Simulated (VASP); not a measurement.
Set up this calculation in VASP 6.6.1, as the native input.

| Property | Result |
| --- | --- |
| Task | single point |
| Functional | LDA |
| Potentials or basis | VASP PAW LDA potentials, release 64 (Al, Cu) |
| Cutoff | 520 eV |
| k mesh | 10 × 10 × 10 |
| Occupations | gaussian, width 0.15 eV |
| Spin | no spin polarisation |
| Dipole correction | no |
| Further INCAR settings | ALGO = Fast; EDIFF = 1e-07; NBANDS = 18 |

The structure of Al3Cu lies in POSCAR:

```
Al3Cu
1.0
    3.4757523994      0.0000000000      0.0000000000
    0.0000000000      4.3238259621      0.0000000000
    0.0000000000      0.0000000000      3.7650611306
Al Cu
3 1
Direct
    0.0000000000      0.5000000000      0.5000000000
    0.5000000000      0.0000000000      0.5000000000
    0.5000000000      0.5000000000      0.0000000000
    0.0000000000      0.0000000000      0.0000000000
```

This cell differs from its parent crystal: strain +e along x and -e along y -0.1100, strain +e along z and -e/2 along x and y -0.0233.

The input as run:

INCAR

```
SYSTEM = Al3Cu
PREC = Accurate
ENCUT = 520
EDIFF = 1E-7
ISMEAR = 0
SIGMA = 0.15
LREAL = .False.
LASPH = .True.
NELM = 80
ALGO = Fast
ISIF = 2
LWAVE = .False.
LCHARG = .True.
LELF = .True.
LVHAR = .True.
NBANDS = 18
```

KPOINTS

```
Automatic mesh
0
Gamma
  10 10 10
  0 0 0
```

Potentials or basis: VASP PAW LDA potentials, release 64 (Al, Cu).

Command:

```sh
$ cat potpaw_LDA.64/Al/POTCAR potpaw_LDA.64/Cu/POTCAR > POTCAR
$ mpirun -np 1 vasp_std > vasp.out
```

Results of the run:

* Pressure: 3.9 GPa
* Band gap on the k mesh: zero (bands 10 and 11 overlap by 4.91 eV)

Caveat: the cell differs from its parent crystal (strain +e along x and -e along y -0.1100, strain +e along z and -e/2 along x and y -0.0233); the cell stands under pressure.

It took 7.6 min on 1 thread of Intel Xeon 8259CL (shared host), peak memory 0.3 GiB.
